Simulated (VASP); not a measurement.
Here is a VASP 6.6.1 calculation.

Contents of POSCAR:

```
CdI2
1.0
    4.2487073931      0.0000000000      0.0000000000
   -2.1243536965      3.6794885357      0.0000000000
    0.0000000000      0.0000000000      6.8836385196
Cd I
1 2
Direct
    0.0000000000      0.0000000000      0.0000000000
    0.3333333333      0.6666666667      0.2495631425
    0.6666666667      0.3333333333      0.7504368575
```

INCAR.step1

```
SYSTEM = CdI2
PREC = Accurate
ENCUT = 400
EDIFF = 1E-5
ISMEAR = 0
SIGMA = 0.01
LREAL = .False.
LASPH = .True.
NELM = 120
ALGO = Normal
ISIF = 2
LWAVE = .True.
GGA = PE
NBANDS = 20
GGA_COMPAT = .False.
KPAR = 4
```

File INCAR.step2:

```
SYSTEM = CdI2
PREC = Accurate
ENCUT = 400
EDIFF = 1E-6
ISMEAR = 0
SIGMA = 0.01
LREAL = .False.
LASPH = .True.
NELM = 120
ALGO = Normal
ISIF = 2
LWAVE = .False.
LCHARG = .True.
GGA = PE
LHFCALC = .True.
AEXX = 0.25
PRECFOCK = Normal
LVHAR = .True.
ISTART = 1
NBANDS = 20
GGA_COMPAT = .False.
KPAR = 4
```

Contents of KPOINTS:

```
regular mesh
0
Gamma
  6 6 4
  0 0 0
```

Potentials or basis: VASP PAW PBE potentials, release 64 (Cd, I).

The run is started by

```console
$ cat potpaw_PBE.64/Cd/POTCAR potpaw_PBE.64/I/POTCAR > POTCAR
$ cp INCAR.step1 INCAR
$ mpirun -np 4 vasp_std > vasp.out
$ cp INCAR.step2 INCAR
$ mpirun -np 4 vasp_std > vasp.out
```

(1) Predict the band gap on the k mesh.

(2) What does it give for the largest force?

## Answers

(1) 4.03 eV (least direct gap 4.28 eV).

(2) 0.068 eV/Å.

Caveat: the PAW data sets were made with another functional, which shifts forces and pressure a little; spin-orbit coupling is left out, which moves the levels of the heavy elements.
